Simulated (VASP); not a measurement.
Write the native input for VASP 6.6.1 that does the following.

| Property | Result |
| --- | --- |
| Task | single point |
| Functional | PBE |
| Potentials or basis | VASP PAW PBE potentials, release 64 (Ga_d, N) |
| Cutoff | 520 eV |
| k mesh | 10 × 10 × 10 |
| Occupations | fermi-dirac, width 0.02 eV |
| Spin | no spin polarisation |
| Dipole correction | no |
| Further INCAR settings | ALGO = Normal; EDIFF = 1e-06; NBANDS = 16 |

The structure of GaN lies in POSCAR:

```
GaN
1.0
    0.0000000000      2.2489525415      2.2489525415
    2.3085497839      0.0000000000      2.2489525415
    2.3085497839      2.2489525415      0.0000000000
Ga N
1 1
Direct
    0.0000000000      0.0000000000      0.0000000000
    0.2500000000      0.2500000000      0.2500000000
```

This cell differs from its parent crystal: uniaxial x strain +2.6%.

These files were run (other wordings do the same):

INCAR

```
SYSTEM = GaN
ALGO     = Normal         ! electronic algorithm
EDIFF    = 1E-6           ! SCF threshold, eV
ENCUT    = 520            ! plane-wave cutoff, eV
GGA      = PE             ! functional
ISIF     = 2              ! what is computed and relaxed
ISMEAR   = -1             ! smearing method
LASPH    = .TRUE.         ! aspherical terms in the spheres
LCHARG   = .FALSE.        ! write CHGCAR
LREAL    = .FALSE.        ! projectors in reciprocal space
LWAVE    = .FALSE.        ! write WAVECAR
NBANDS   = 16             ! bands
NELM     = 80             ! most SCF steps
PREC     = Accurate       ! precision mode
SIGMA    = 0.02           ! smearing width, eV
```

KPOINTS

```
k-points
0
G
  10 10 10
  0 0 0
```

Potentials or basis: VASP PAW PBE potentials, release 64 (Ga_d, N).

Command:

```bash
$ cat potpaw_PBE.64/Ga_d/POTCAR potpaw_PBE.64/N/POTCAR > POTCAR
$ mpirun -np 1 vasp_std > vasp.out
```

Results of the run:

```json
{
 "Pressure": "1.3 GPa",
 "Band gap on the k mesh": "1.55 eV"
}
```

Caveat: the cell differs from its parent crystal (uniaxial x strain +2.6%).

Run time: 15 s on 1 thread of Intel(R) Xeon(R) Platinum 8488C (Sapphire Rapids), on a shared host, peak memory 0.16 GiB.
